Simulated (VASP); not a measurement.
# NaI (Fm-3m) in VASP: a series of runs

Runs on NaI. Level: r2SCAN. Tasks: single point.

All numbers are computed with VASP 6.6.1; they aren't measurements. Logs are shortened: lines on timing, memory, paths and dates and some standing lists are left out, and cuts for length are marked.

## (1) The cell of the first run

The structure is cubic, space group Fm-3m (No. 225). The conventional cell has a = 6.473 Å, b = 6.473 Å, c = 6.473 Å, α = 90.00°, β = 90.00°, γ = 90.00°. Within 4.3 Å of Na (site symmetry m-3m) lie 6 I at 3.24 Å. I (site symmetry m-3m) has 6 Na at 3.24 Å within 4.3 Å.

## (2) Single point, r2SCAN

Input file POSCAR:

```
NaI
1.0
    0.0000000000      3.2364000000      3.2364000000
    3.2364000000      0.0000000000      3.2364000000
    3.2364000000      3.2364000000      0.0000000000
Na I
1 1
Direct
    0.0000000000      0.0000000000      0.0000000000
    0.5000000000      0.5000000000      0.5000000000
```

Input file INCAR.step1:

```
PREC     = Accurate       # precision mode
ENCUT    = 550            # plane-wave cutoff, eV
ISMEAR   = 0              # smearing method
SIGMA    = 0.01           # smearing width, eV
LREAL    = F              # projectors in reciprocal space
LASPH    = T              # aspherical terms in the spheres
NELM     = 120            # most SCF steps
NBANDS   = 14             # bands
GGA      = PE             # functional
ALGO     = Normal         # electronic algorithm
EDIFF    = 1E-5           # SCF threshold, eV
LWAVE    = T              # write WAVECAR
LCHARG   = F              # write CHGCAR
GGA_COMPAT= F
```

Input file INCAR.step2:

```
PREC     = Accurate       # precision mode
ENCUT    = 550            # plane-wave cutoff, eV
EDIFF    = 1E-6           # SCF threshold, eV
ISMEAR   = 0              # smearing method
SIGMA    = 0.01           # smearing width, eV
LREAL    = F              # projectors in reciprocal space
LASPH    = T              # aspherical terms in the spheres
NELM     = 120            # most SCF steps
ALGO     = Normal         # electronic algorithm
ISIF     = 2              # what is computed and relaxed
LWAVE    = F              # write WAVECAR
LCHARG   = F              # write CHGCAR
METAGGA  = R2SCAN         # meta-GGA
LMIXTAU  = T            
NBANDS   = 14             # bands
ISTART   = 1            
GGA_COMPAT= F
```

Input file KPOINTS:

```
regular mesh
0
Gamma
  5 5 5
```

Potentials or basis: VASP PAW PBE potentials, release 64 (Na_pv, I).

The run is started by

```
$ cat potpaw_PBE.64/Na_pv/POTCAR potpaw_PBE.64/I/POTCAR > POTCAR
$ cp INCAR.step1 INCAR
$ mpirun -np 1 vasp_std > vasp.out
$ cp INCAR.step2 INCAR
$ mpirun -np 1 vasp_std > vasp.out
```

OUTCAR:

```text
PREC = Accurate
   ENCUT = 550
   EDIFF = 1E-6
   ISMEAR = 0
   LREAL = F
   LASPH = T
   NELM = 120
   ISIF = 2
   METAGGA = R2SCAN
   ISTART = 1

 ion  position               nearest neighbor table
   1  0.000  0.000  0.000-
   2  0.500  0.500  0.500-

  LATTYP: Found a face centered cubic cell.
 ALAT       =     6.4728000000

  Lattice vectors:

 A1 = (   0.0000000000,   3.2364000000,   3.2364000000)
 A2 = (   3.2364000000,   0.0000000000,   3.2364000000)
 A3 = (   3.2364000000,   3.2364000000,   0.0000000000)

Analysis of symmetry for initial positions (statically):
=====================================================================
 Subroutine PRICEL returns:
 Original cell was already a primitive cell.

 Routine SETGRP: Setting up the symmetry group for a
 face centered cubic supercell.

 Subroutine GETGRP returns: Found 48 space group operations
 (whereof 48 operations were pure point group operations)
 out of a pool of 48 trial point group operations.

The static configuration has the point symmetry O_h .

Analysis of symmetry for dynamics (positions and initial velocities):
=====================================================================
 Subroutine PRICEL returns:
 Original cell was already a primitive cell.

 Routine SETGRP: Setting up the symmetry group for a
 face centered cubic supercell.

 Subroutine GETGRP returns: Found 48 space group operations
 (whereof 48 operations were pure point group operations)
 out of a pool of 48 trial point group operations.

The dynamic configuration has the point symmetry O_h .

 Subroutine INISYM returns: Found 48 space group operations
 (whereof 48 operations are pure point group operations),
 and found     1 'primitive' translations

----------------------------------------------------------------------------------------

                                     Primitive cell

  volume of cell :      67.7980

  direct lattice vectors                    reciprocal lattice vectors
     0.000000000  3.236400000  3.236400000    -0.154492646  0.154492646  0.154492646
     3.236400000  0.000000000  3.236400000     0.154492646 -0.154492646  0.154492646
     3.236400000  3.236400000  0.000000000     0.154492646  0.154492646 -0.154492646

  length of vectors
     4.576960773  4.576960773  4.576960773     0.267589113  0.267589113  0.267589113

  position of ions in fractional coordinates (direct lattice)
     0.000000000  0.000000000  0.000000000
     0.500000000  0.500000000  0.500000000

  ion indices of the primitive-cell ions
   primitive index   ion index
                 1           1
                 2           2

----------------------------------------------------------------------------------------

 KPOINTS: regular mesh

Automatic generation of k-mesh.
 Grid dimensions read from file:
 generate k-points for:    5    5    5

 Generating k-lattice:

  Cartesian coordinates                     Fractional coordinates (reciprocal lattice)
    -0.030898529  0.030898529  0.030898529     0.200000000  0.000000000  0.000000000
     0.030898529 -0.030898529  0.030898529     0.000000000  0.200000000  0.000000000
     0.030898529  0.030898529 -0.030898529     0.000000000  0.000000000  0.200000000

  Length of vectors
     0.053517823  0.053517823  0.053517823

  Shift w.r.t. Gamma in fractional coordinates (k-lattice)
     0.000000000  0.000000000  0.000000000

 Subroutine IBZKPT returns following result:
 ===========================================

 Found     10 irreducible k-points:

 Following reciprocal coordinates:
            Coordinates               Weight
  0.000000  0.000000  0.000000      1.000000
  0.200000  0.000000  0.000000      8.000000
  0.400000  0.000000  0.000000      8.000000
  0.200000  0.200000  0.000000      6.000000
  0.400000  0.200000  0.000000     24.000000
 -0.400000  0.200000  0.000000     24.000000
 -0.200000  0.200000  0.000000     12.000000
  0.400000  0.400000  0.000000      6.000000
 -0.400000  0.400000  0.000000     12.000000
 -0.400000  0.400000  0.200000     24.000000
   k-points           NKPTS =     10   k-points in BZ     NKDIM =     10   number of bands    NBANDS=     14
   number of dos      NEDOS =    301   number of ions     NIONS =      2
   total plane-waves  NPLWV =  46656
   dimension x,y,z NGX =    36 NGY =   36 NGZ =   36
   dimension x,y,z NGXF=    72 NGYF=   72 NGZF=   72
   ions per type =               1   1
   NGX,Y,Z   is equivalent  to a cutoff of  13.08, 13.08, 13.08 a.u.
   NGXF,Y,Z  is equivalent  to a cutoff of  26.15, 26.15, 26.15 a.u.
 SYSTEM =  unknown system
   PREC   = accura    normal or accurate (medium, high low for compatibility)
   ISTART =      1    job   : 0-new  1-cont  2-samecut
   ICHARG =      0    charge: 1-file 2-atom 10-const
   ISPIN  =      1    spin polarized calculation?
   LNONCOLLINEAR =      F non collinear calculations
   LSORBIT =      F    spin-orbit coupling
   LASPH  =      T    aspherical Exc in radial PAW
   ENCUT  =  550.0 eV  40.42 Ry    6.36 a.u.   8.75  8.75  8.75*2*pi/ulx,y,z
   NELM   =    120;   NELMIN=  2; NELMDL=  0     # of ELM steps
   EDIFF  = 0.1E-05   stopping-criterion for ELM
   LREAL  =      F    real-space projection
   EDIFFG = 0.1E-04   stopping-criterion for IOM
   NSW    =      0    number of steps for IOM
   IBRION =     -1    ionic relax: 0-MD 1-quasi-New 2-CG
   NFREE  =      0    steps in history (QN), initial steepest desc. (CG)
   ISIF   =      2    stress and relaxation
   ISYM   =      2    0-nonsym 1-usesym 2-fastsym
   POTIM  = 0.5000    time-step for ionic-motion
   TEBEG  =    0.0;   TEEND  =   0.0 temperature during run
   PSTRESS=    0.0 pullay stress
   NELECT =      14.0000    total number of electrons
   NUPDOWN=      -1.0000    fix difference up-down
   EMIN   =  10.00;   EMAX   =-10.00  energy-range for DOS
   EFERMI =   0.00;   METHOD = LEGACY
   ISMEAR =     0;   SIGMA  =   0.01  broadening in eV -4-tet -1-fermi 0-gaus
   EFERMI_NEDOS =   21; number of points for ismear=-14 and -15
   IALGO  =     38    algorithm
   IMIX   =      4    mixing-type and parameters
     AMIX     =   0.40;   BMIX     =  1.00
     AMIX_MAG =   1.60;   BMIX_MAG =  1.00
  volume/ion in A,a.u.               =      33.90       228.76
  Fermi-wavevector in a.u.,A,eV,Ry     =   0.967636  1.828567 12.739397  0.936319
  Thomas-Fermi vector in A             =   2.097538
   LORBIT       =      0    0 simple, 1 ext, 2 COOP (PROOUT), +10 PAW based schemes
   METAGGA = R2SCAN    functional components
   LHFCALC =     F    Hartree Fock is set to
   AEXX    =    0.0000 exact exchange contribution
   IVDW    =     0    specifies the selected vdW correction
   LEPSILON=     F    determine dielectric tensor
   LRPA    =     F    only Hartree local field effects (RPA)
 non-spin polarized calculation
 Gauss-broadening in eV      SIGMA  =   0.01
  energy-cutoff  :      550.00
  volume of cell :       67.80
 maximum number of plane-waves:      1996
   NGX = 17   NGY = 17   NGZ = 17

 number of electron      13.9999993 magnetization

 Free energy of the ion-electron system (eV)
  ---------------------------------------------------
  ext. energy  EPLUGINS =         0.00000000
  ---------------------------------------------------
  free energy    TOTEN  =       -31.08580403 eV

  energy without entropy =      -31.08580403  energy(sigma->0) =      -31.08580403

 E-fermi :   0.6068     XC(G=0):  -8.0683

 val. band max:        0.4806133942   @ k =   0.0000   0.0000   0.0000
 cond. band min:       4.9190999379   @ k =   0.0000   0.0000   0.0000
 fundamental gap:      4.4384865437
 Fermi energy:         0.6067579983

 k-point     1 :       0.0000    0.0000    0.0000
  band No.  band energies     occupation
      1     -22.7714      2.00000
      2     -22.7714      2.00000
      3     -22.7714      2.00000
      4     -10.8647      2.00000
      5       0.4806      2.00000
      6       0.4806      2.00000
      7       0.4806      2.00000
      8       4.9191      0.00000
      9       8.9550      0.00000
     10       8.9550      0.00000
     11       8.9550      0.00000
     12      10.8069      0.00000
     13      10.8069      0.00000
     14      11.5954      0.00000

 k-point     2 :       0.2000    0.0000    0.0000
  band No.  band energies     occupation
      1     -22.7732      2.00000
      2     -22.7715      2.00000
      3     -22.7715      2.00000
      4     -10.7555      2.00000
      5      -0.4550      2.00000
      6       0.3721      2.00000
      7       0.3721      2.00000
      8       5.9053      0.00000
      9       8.4871      0.00000
     10       9.1614      0.00000
     11       9.1614      0.00000
     12      10.4022      0.00000
     13      10.4022      0.00000
     14      12.0500      0.00000

 k-point     3 :       0.4000    0.0000    0.0000
  band No.  band energies     occupation
      1     -22.7760      2.00000
      2     -22.7717      2.00000
      3     -22.7717      2.00000
      4     -10.5656      2.00000
      5      -1.5439      2.00000
      6       0.2097      2.00000
      7       0.2097      2.00000
      8       6.2062      0.00000
      9       8.6442      0.00000
     10       8.6442      0.00000
     11       9.8755      0.00000
     12      11.4064      0.00000
     13      12.2316      0.00000
     14      12.2316      0.00000
[... 86 lines left out ...]
 k-point     9 :      -0.4000    0.4000    0.0000
  band No.  band energies     occupation
      1     -22.7748      2.00000
      2     -22.7738      2.00000
      3     -22.7727      2.00000
      4     -10.4457      2.00000
      5      -1.2788      2.00000
      6      -0.7055      2.00000
      7      -0.1845      2.00000
      8       6.1933      0.00000
      9       7.3390      0.00000
     10      10.2214      0.00000
     11      10.7865      0.00000
     12      11.6528      0.00000
     13      13.1049      0.00000
     14      15.1643      0.00000

 k-point    10 :      -0.4000    0.4000    0.2000
  band No.  band energies     occupation
      1     -22.7747      2.00000
      2     -22.7736      2.00000
      3     -22.7726      2.00000
      4     -10.4650      2.00000
      5      -1.1890      2.00000
      6      -0.6886      2.00000
      7      -0.2373      2.00000
      8       7.0619      0.00000
      9       7.9548      0.00000
     10       8.3654      0.00000
     11      10.1625      0.00000
     12      12.2165      0.00000
     13      12.6713      0.00000
     14      14.9363      0.00000

------------------------ aborting loop because EDIFF is reached ----------------------------------------

  FORCE on cell =-STRESS in cart. coord.  units (eV):
  Direction    XX          YY          ZZ          XY          YZ          ZX
  --------------------------------------------------------------------------------------
  -------------------------------------------------------------------------------------
  Total       -0.0719149     -0.0719149     -0.0719149      0.0000000     -0.0000000      0.0000000
  in kB       -1.6994672     -1.6994672     -1.6994672      0.0000000     -0.0000000      0.0000000
  external PRESSURE =      -1.6994672 kB  Pullay stress =       0.0000000 kB

 VOLUME and BASIS-vectors are now :
 -----------------------------------------------------------------------------
  energy-cutoff  :      550.00
  volume of cell :       67.80
      direct lattice vectors                 reciprocal lattice vectors
     0.000000000  3.236400000  3.236400000    -0.154492646  0.154492646  0.154492646
     3.236400000  0.000000000  3.236400000     0.154492646 -0.154492646  0.154492646
     3.236400000  3.236400000  0.000000000     0.154492646  0.154492646 -0.154492646

 POSITION                                       TOTAL-FORCE (eV/Angst)
 -----------------------------------------------------------------------------------
      0.00000      0.00000      0.00000        -0.000000      0.000000     -0.000000
      3.23640      3.23640      3.23640         0.000000     -0.000000      0.000000
 -----------------------------------------------------------------------------------
    total drift:                                0.000000      0.000000      0.000000

  FREE ENERGIE OF THE ION-ELECTRON SYSTEM (eV)
  ---------------------------------------------------
  free  energy   TOTEN  =       -31.0858040342 eV

  energy  without entropy=      -31.0858040342  energy(sigma->0) =      -31.08580403
```

It took 67 s on 1 thread of AMD EPYC 9R14 (Zen 4), shared host; peak memory 0.19 GiB.

Results:

```
Free energy            : -31.0858 eV
Pressure               : -0.2 GPa
Band gap on the k mesh : 4.44 eV
```

Caveat: the PAW data sets were made with another functional, which shifts forces and pressure a little; spin-orbit coupling is left out, which moves the levels of the heavy elements. r2SCAN opens gaps a little over a GGA but as a rule still falls short of measured ones.

(Part 1 of 2 ends here.)
